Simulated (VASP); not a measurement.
# Ti12Si in VASP: further runs

Runs on Ti12Si. Level: PBE+D3(BJ). Tasks: single point.

Program: VASP 6.6.1. These are calculated values, not measurements. Logs are shortened: lines on timing, memory, paths and dates and some standing lists are left out, and cuts for length are marked.

## Step 1: The cell of the first run

The cell holds a slab with vacuum, 13 atoms: a = 5.710 Å, b = 5.710 Å, c = 21.493 Å, α = 90.00°, β = 90.00°, γ = 120.00°.

## Step 2: Single point, PBE+D3(BJ)

Contents of INCAR:

```
SYSTEM = Ti12Si
ALGO = Normal
DIPOL = 0.5 0.5 0.309
EDIFF = 1E-7
ENCUT = 520
GGA = PE
IDIPOL = 3
ISIF = 2
ISMEAR = 0
IVDW = 12
LASPH = .TRUE.
LCHARG = .TRUE.
LDIPOL = .TRUE.
LELF = .TRUE.
LREAL = .FALSE.
LVACPOTAV = .TRUE.
LVHAR = .TRUE.
LWAVE = .FALSE.
NBANDS = 86
NELM = 100
PREC = Accurate
SIGMA = 0.1
```

Contents of KPOINTS:

```
k-points
0
G
  6 6 1
  0 0 0
```

Contents of POSCAR:

```
Ti12Si
1.0
    5.7099611372      0.0000000000      0.0000000000
   -2.8549805686      4.9449713995      0.0000000000
    0.0000000000      0.0000000000     21.4932633465
Ti Si
12 1
Direct
    0.3333333333      0.1666666667      0.1861048244
    0.3333333333      0.6666666667      0.1861048244
    0.8333333333      0.1666666667      0.1861048244
    0.8333333333      0.6666666667      0.1861048244
    0.1666666667      0.3333333333      0.2907832195
    0.1666666667      0.8333333333      0.2907832195
    0.6666666667      0.3333333333      0.2907832195
    0.6666666667      0.8333333333      0.2907832195
    0.0000000000      0.0000000000      0.3951593208
    0.0000000000      0.5000000000      0.3951593208
    0.5000000000      0.0000000000      0.3951593208
    0.5000000000      0.5000000000      0.3951593208
    0.0000000000      0.0000000000      0.5347379391
```

Potentials or basis: VASP PAW PBE potentials, release 64 (Ti_sv, Si).

Command:

```
cat potpaw_PBE.64/Ti_sv/POTCAR potpaw_PBE.64/Si/POTCAR > POTCAR
mpirun -np 1 vasp_std > vasp.out
```

OUTCAR:

```text
SYSTEM = Ti12Si
   EDIFF = 1E-7
   ENCUT = 520
   GGA = PE
   ISIF = 2
   ISMEAR = 0
   IVDW = 12
   LASPH = .TRUE.
   LREAL = .FALSE.
   NELM = 100
   PREC = Accurate
 IVDW          = 12

 ion  position               nearest neighbor table
   1  0.333  0.167  0.186-   5 2.79   7 2.79   6 2.79   3 2.85   3 2.85   2 2.85   2 2.85   4 2.85
                             4 2.85
   2  0.333  0.667  0.186-   6 2.79   8 2.79   5 2.79   4 2.85   4 2.85   3 2.85   1 2.85   1 2.85
                             3 2.85
   3  0.833  0.167  0.186-   7 2.79   5 2.79   8 2.79   1 2.85   1 2.85   2 2.85   4 2.85   4 2.85
                             2 2.85
   4  0.833  0.667  0.186-   8 2.79   6 2.79   7 2.79   2 2.85   2 2.85   1 2.85   3 2.85   3 2.85
                             1 2.85
   5  0.167  0.333  0.291-  12 2.78   9 2.78  10 2.78   1 2.79   3 2.79   2 2.79   7 2.85   7 2.85
                             6 2.85   6 2.85   8 2.85   8 2.85
   6  0.167  0.833  0.291-  11 2.78  10 2.78   9 2.78   2 2.79   4 2.79   1 2.79   8 2.85   8 2.85
                             7 2.85   5 2.85   5 2.85   7 2.85
   7  0.667  0.333  0.291-  10 2.78  11 2.78  12 2.78   3 2.79   1 2.79   4 2.79   5 2.85   5 2.85
                             6 2.85   8 2.85   8 2.85   6 2.85
   8  0.667  0.833  0.291-   9 2.78  12 2.78  11 2.78   4 2.79   2 2.79   3 2.79   6 2.85   6 2.85
                             5 2.85   7 2.85   7 2.85   5 2.85
   9  0.000  0.000  0.395-   8 2.78   5 2.78   6 2.78  11 2.85  11 2.85  12 2.85  10 2.85  10 2.85
                            12 2.85  13 3.00
  10  0.000  0.500  0.395-   7 2.78   6 2.78   5 2.78  12 2.85  12 2.85   9 2.85   9 2.85  11 2.85
                            11 2.85
  11  0.500  0.000  0.395-   6 2.78   7 2.78   8 2.78   9 2.85   9 2.85  12 2.85  12 2.85  10 2.85
                            10 2.85
  12  0.500  0.500  0.395-   5 2.78   8 2.78   7 2.78  10 2.85  10 2.85  11 2.85  11 2.85   9 2.85
                             9 2.85
  13  0.000  0.000  0.535-   9 3.00

  LATTYP: Found a hexagonal cell.
 ALAT       =     5.7099611372
 C/A-ratio  =     3.7641698131

  Lattice vectors:

 A1 = (   5.7099611372,   0.0000000000,   0.0000000000)
 A2 = (  -2.8549805686,   4.9449713995,   0.0000000000)
 A3 = (   0.0000000000,   0.0000000000,  21.4932633465)

Analysis of symmetry for initial positions (statically):
=====================================================================
 Subroutine PRICEL returns:
 Original cell was already a primitive cell.

 Routine SETGRP: Setting up the symmetry group for a
 hexagonal supercell.

 Subroutine GETGRP returns: Found  6 space group operations
 (whereof  6 operations were pure point group operations)
 out of a pool of 24 trial point group operations.

The static configuration has the point symmetry C_3v.

Analysis of symmetry for dynamics (positions and initial velocities):
=====================================================================
 Subroutine PRICEL returns:
 Original cell was already a primitive cell.

 Routine SETGRP: Setting up the symmetry group for a
 hexagonal supercell.

 Subroutine GETGRP returns: Found  6 space group operations
 (whereof  6 operations were pure point group operations)
 out of a pool of 24 trial point group operations.

The dynamic configuration has the point symmetry C_3v.

 Subroutine INISYM returns: Found  6 space group operations
 (whereof  6 operations are pure point group operations),
 and found     1 'primitive' translations

----------------------------------------------------------------------------------------

                                     Primitive cell

  volume of cell :     606.8751

  direct lattice vectors                    reciprocal lattice vectors
     5.709961137  0.000000000  0.000000000     0.175132540  0.101112819  0.000000000
    -2.854980569  4.944971399  0.000000000     0.000000000  0.202225639  0.000000000
     0.000000000  0.000000000 21.493263347     0.000000000  0.000000000  0.046526206

  length of vectors
     5.709961137  5.709961137 21.493263347     0.202225639  0.202225639  0.046526206

  position of ions in fractional coordinates (direct lattice)
     0.333333333  0.166666667  0.186104824
     0.333333333  0.666666667  0.186104824
     0.833333333  0.166666667  0.186104824
     0.833333333  0.666666667  0.186104824
[... 40 lines left out ...]

  Length of vectors
     0.033704273  0.033704273  0.046526206

  Shift w.r.t. Gamma in fractional coordinates (k-lattice)
     0.000000000  0.000000000  0.000000000

 Subroutine IBZKPT returns following result:
 ===========================================

 Found      7 irreducible k-points:

 Following reciprocal coordinates:
            Coordinates               Weight
  0.000000  0.000000  0.000000      1.000000
  0.166667 -0.000000  0.000000      6.000000
  0.333333 -0.000000  0.000000      6.000000
  0.500000 -0.000000  0.000000      3.000000
  0.166667  0.166667  0.000000      6.000000
  0.333333  0.166667  0.000000     12.000000
  0.333333  0.333333  0.000000      2.000000
   k-points           NKPTS =      7   k-points in BZ     NKDIM =      7   number of bands    NBANDS=     86
   number of dos      NEDOS =    301   number of ions     NIONS =     13
   total plane-waves  NPLWV = 282240
   dimension x,y,z NGX =    42 NGY =   42 NGZ =  160
   dimension x,y,z NGXF=    84 NGYF=   84 NGZF=  320
   ions per type =              12   1
   NGX,Y,Z   is equivalent  to a cutoff of  12.23, 12.23, 12.38 a.u.
   NGXF,Y,Z  is equivalent  to a cutoff of  24.46, 24.46, 24.75 a.u.
 SYSTEM =  Ti12Si
   PREC   = accura    normal or accurate (medium, high low for compatibility)
   ISTART =      0    job   : 0-new  1-cont  2-samecut
   ICHARG =      2    charge: 1-file 2-atom 10-const
   ISPIN  =      1    spin polarized calculation?
   LNONCOLLINEAR =      F non collinear calculations
   LSORBIT =      F    spin-orbit coupling
   LASPH  =      T    aspherical Exc in radial PAW
   ENCUT  =  520.0 eV  38.22 Ry    6.18 a.u.  10.62 10.62 39.96*2*pi/ulx,y,z
   NELM   =    100;   NELMIN=  2; NELMDL= -5     # of ELM steps
   EDIFF  = 0.1E-06   stopping-criterion for ELM
   LREAL  =      F    real-space projection
   EDIFFG = 0.1E-05   stopping-criterion for IOM
   NSW    =      0    number of steps for IOM
   IBRION =     -1    ionic relax: 0-MD 1-quasi-New 2-CG
   NFREE  =      0    steps in history (QN), initial steepest desc. (CG)
   ISIF   =      2    stress and relaxation
   ISYM   =      2    0-nonsym 1-usesym 2-fastsym
   POTIM  = 0.5000    time-step for ionic-motion
   TEBEG  =    0.0;   TEEND  =   0.0 temperature during run
   PSTRESS=    0.0 pullay stress
   NELECT =     148.0000    total number of electrons
   NUPDOWN=      -1.0000    fix difference up-down
   EMIN   =  10.00;   EMAX   =-10.00  energy-range for DOS
   EFERMI =   0.00;   METHOD = LEGACY
   ISMEAR =     0;   SIGMA  =   0.10  broadening in eV -4-tet -1-fermi 0-gaus
   EFERMI_NEDOS =   21; number of points for ismear=-14 and -15
   IALGO  =     38    algorithm
   IMIX   =      4    mixing-type and parameters
     AMIX     =   0.40;   BMIX     =  1.00
     AMIX_MAG =   1.60;   BMIX_MAG =  1.00
  volume/ion in A,a.u.               =      46.68       315.03
  Fermi-wavevector in a.u.,A,eV,Ry     =   1.022812  1.932834 14.233647  1.046144
  Thomas-Fermi vector in A             =   2.156511
   LORBIT       =      0    0 simple, 1 ext, 2 COOP (PROOUT), +10 PAW based schemes
   GGA     = PE    functional components
   LHFCALC =     F    Hartree Fock is set to
   AEXX    =    0.0000 exact exchange contribution
   IVDW    =    12    specifies the selected vdW correction
   LEPSILON=     F    determine dielectric tensor
   LRPA    =     F    only Hartree local field effects (RPA)
 non-spin polarized calculation
 Gauss-broadening in eV      SIGMA  =   0.10
  energy-cutoff  :      520.00
  volume of cell :      606.88
 maximum number of plane-waves:     16399
   NGX = 21   NGY = 21   NGZ = 79

 dipolmoment           0.000000      0.000000      0.001903 electrons x Angstroem

 number of electron     147.9999942 magnetization

 dipolmoment           0.000000      0.000000     -0.010364 electrons x Angstroem

 Free energy of the ion-electron system (eV)
  ---------------------------------------------------
  ext. energy  EPLUGINS =         0.00000000
  ---------------------------------------------------
  free energy    TOTEN  =       -90.28709188 eV

  energy without entropy =      -90.16258704  energy(sigma->0) =      -90.22483946

 E-fermi :   0.2718     XC(G=0):  -5.2826

 val. band max:        0.2534383070   @ k =   0.5000  -0.0000   0.0000
 cond. band min:       0.2735650854   @ k =   0.5000  -0.0000   0.0000
 fundamental gap:      0.0201267784
 Fermi energy:         0.2717661897

 k-point     1 :       0.0000    0.0000    0.0000
  band No.  band energies     occupation
      1     -56.5736      2.00000
      2     -56.5021      2.00000
      3     -56.4831      2.00000
      4     -56.4831      2.00000
      5     -56.3983      2.00000
      6     -56.3919      2.00000
[... 612 lines left out ...]
     85       0.9095      0.00000
     86       1.0029      0.00000

------------------------ aborting loop because EDIFF is reached ----------------------------------------

 Edisp (eV)   -5.54560

 E8    (eV) :    -2.7263

  FORCE on cell =-STRESS in cart. coord.  units (eV):
  Direction    XX          YY          ZZ          XY          YZ          ZX
  --------------------------------------------------------------------------------------
  -------------------------------------------------------------------------------------
  Total      -2.96544    -2.96544    -6.94840    -0.00000     0.00000     0.00000
  in kB      -7.82888    -7.82888   -18.34409    -0.00000     0.00000     0.00000
  external pressure =      -11.33 kB  Pullay stress =        0.00 kB

 VOLUME and BASIS-vectors are now :
 -----------------------------------------------------------------------------
  energy-cutoff  :      520.00
  volume of cell :      606.88
      direct lattice vectors                 reciprocal lattice vectors
     5.709961137  0.000000000  0.000000000     0.175132540  0.101112819  0.000000000
    -2.854980569  4.944971399  0.000000000     0.000000000  0.202225639  0.000000000
     0.000000000  0.000000000 21.493263347     0.000000000  0.000000000  0.046526206

 POSITION                                       TOTAL-FORCE (eV/Angst)
 -----------------------------------------------------------------------------------
      1.42749      0.82416      4.00000        -0.011035     -0.006371      0.065243
     -0.00000      3.29665      4.00000         0.000000      0.000000      0.089563
      4.28247      0.82416      4.00000         0.011035     -0.006371      0.065243
      2.85498      3.29665      4.00000         0.000000      0.012742      0.065243
      0.00000      1.64832      6.24988         0.000000      0.093320     -0.254010
     -1.42749      4.12081      6.24988         0.080818     -0.046660     -0.254010
      2.85498      1.64832      6.24988         0.000000      0.000000     -0.194400
      1.42749      4.12081      6.24988        -0.080818     -0.046660     -0.254010
      0.00000      0.00000      8.49326         0.000000      0.000000      0.968190
     -1.42749      2.47249      8.49326         0.083998      0.048496      0.754061
      2.85498      0.00000      8.49326        -0.000000     -0.096993      0.754061
      1.42749      2.47249      8.49326        -0.083998      0.048496      0.754061
      0.00000      0.00000     11.49326         0.000000      0.000000     -2.559234
 -----------------------------------------------------------------------------------
    total drift:                                0.000000      0.000000     -0.000431

  FREE ENERGIE OF THE ION-ELECTRON SYSTEM (eV)
  ---------------------------------------------------
  free  energy   TOTEN  =       -95.8326890364 eV

  energy  without entropy=      -95.7081841957  energy(sigma->0) =      -95.77043662

 vacuum level on the upper side and lower side of the slab         4.863         4.929
```

Run time: 15 min. Hardware: 1 thread of Intel Xeon 6975P-C (Granite Rapids), shared host; peak memory 0.71 GiB.

What came out:

```
Free energy                : -95.8327 eV
Largest force              : 2.559 eV/Å
Band gap on the k mesh     : zero (bands 74 and 75 overlap by 0.72 eV)
Dispersion energy per atom : -0.427 eV
```

Forces in eV/Å, atoms in the order of the input:
```
Ti  -0.011 -0.006  0.065
Ti   0.000  0.000  0.090
Ti   0.011 -0.006  0.065
Ti   0.000  0.013  0.065
Ti   0.000  0.093 -0.254
Ti   0.081 -0.047 -0.254
Ti   0.000  0.000 -0.194
Ti  -0.081 -0.047 -0.254
Ti   0.000  0.000  0.968
Ti   0.084  0.048  0.754
Ti   0.000 -0.097  0.754
Ti  -0.084  0.048  0.754
Si   0.000  0.000 -2.559
```

## Step 3: Single point, PBE+D3(BJ)

Contents of INCAR:

```
SYSTEM = Ti12Si
PREC = Accurate
ENCUT = 520
EDIFF = 1E-7
ISMEAR = 0
SIGMA = 0.1
LREAL = .False.
LASPH = .True.
NELM = 60
ALGO = Normal
ISIF = 2
LWAVE = .False.
LCHARG = .False.
LDIPOL = .True.
IDIPOL = 3
DIPOL = 0.5 0.5 0.309
GGA = PE
IVDW = 12
NBANDS = 86
```

Contents of KPOINTS:

```
Automatic mesh
0
Gamma
  6 6 1
  0 0 0
```

Edit POSCAR of step 2 so:

```diff
@@ -20,2 +20,2 @@
     0.5000000000      0.5000000000      0.3951593208
-    0.0000000000      0.0000000000      0.5347379391
+    0.1666666667      0.3333333333      0.5347379391
```

Potentials or basis: VASP PAW PBE potentials, release 64 (Ti_sv, Si).

Command:

```
cat potpaw_PBE.64/Ti_sv/POTCAR potpaw_PBE.64/Si/POTCAR > POTCAR
mpirun -np 1 vasp_std > vasp.out
```

Run time: 20 min. Hardware: 1 thread of Intel Xeon 6975P-C (Granite Rapids), shared host; peak memory 0.72 GiB.

Results (log left out):

```
Free energy                : -95.7796 eV
Largest force              : 2.558 eV/Å
Band gap on the k mesh     : zero (bands 74 and 75 overlap by 0.64 eV)
Dispersion energy per atom : -0.428 eV
```

Forces on the atoms (eV/Å):
```
Ti   0.032 -0.019  0.077
Ti   0.000  0.037  0.077
Ti  -0.032 -0.019  0.077
Ti   0.000  0.000  0.064
Ti   0.000  0.000 -0.305
Ti   0.003  0.002 -0.209
Ti   0.000 -0.004 -0.209
Ti  -0.003  0.002 -0.209
Ti   0.000  0.433  0.851
Ti   0.375 -0.217  0.851
Ti   0.000  0.000  0.640
Ti  -0.375 -0.217  0.851
Si   0.000  0.000 -2.558
```

Levels at points of the mesh, in eV from the Fermi level:
```csv
k point,band 70,band 71,band 72,band 73,band 74,band 75,band 76,band 77
"(0.00, 0.00, 0.00)",0.13,0.13,0.28,0.41,0.41,0.56,0.65,0.73
"(0.50, 0.00, 0.00)",-0.48,-0.48,-0.38,-0.35,-0.27,-0.18,-0.03,-0.02
```

The gap in the log of VASP goes by the Fermi energy; the results here count the filled bands.